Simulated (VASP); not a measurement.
## K: single point with PBEsol

The system is K.

```
K
1.0
    -2.71542    2.71542    2.71542
     2.71542   -2.71542    2.71542
     2.71542    2.71542   -2.71542
K
1
Direct
  0.00000 0.00000 0.00000
```

This cell differs from its parent crystal: volume scaled by 1.02.

| Property | Result |
| --- | --- |
| Program | VASP 6.6.1 |
| Task | single point |
| Functional | PBEsol |
| Potentials or basis | VASP PAW PBE potentials, release 64 (K_sv) |
| Cutoff | 500 eV |
| k mesh | 10 × 10 × 10 |
| Occupations | fermi-dirac, width 0.05 eV |
| Spin | no spin polarisation |
| Dipole correction | no |
| Further INCAR settings | ALGO = Normal; EDIFF = 1e-06; NBANDS = 10 |

```
Pressure : -0.4 GPa
```

Levels at points of the mesh, in eV from the Fermi level:
```tsv
k point	band 1	band 2	band 3	band 4	band 5	band 6	band 7	band 8	band 9	band 10
(0.00, 0.00, 0.00)	-32.05	-15.57	-15.57	-15.57	-2.04	4.21	4.21	4.21	5.08	5.08
(0.50, 0.00, 0.00)	-32.05	-15.62	-15.58	-15.57	0.45	0.65	3.13	4.69	5.58	5.66
(0.50, 0.50, 0.50)	-32.05	-15.60	-15.60	-15.60	1.71	1.71	3.25	3.25	3.25	5.04
```

It took 13 s on 1 thread of Intel(R) Xeon(R) 6975P-C (Granite Rapids) (shared host), peak memory 0.2 GiB.

Caveat: the PAW data sets were made with another functional, which shifts forces and pressure a little.
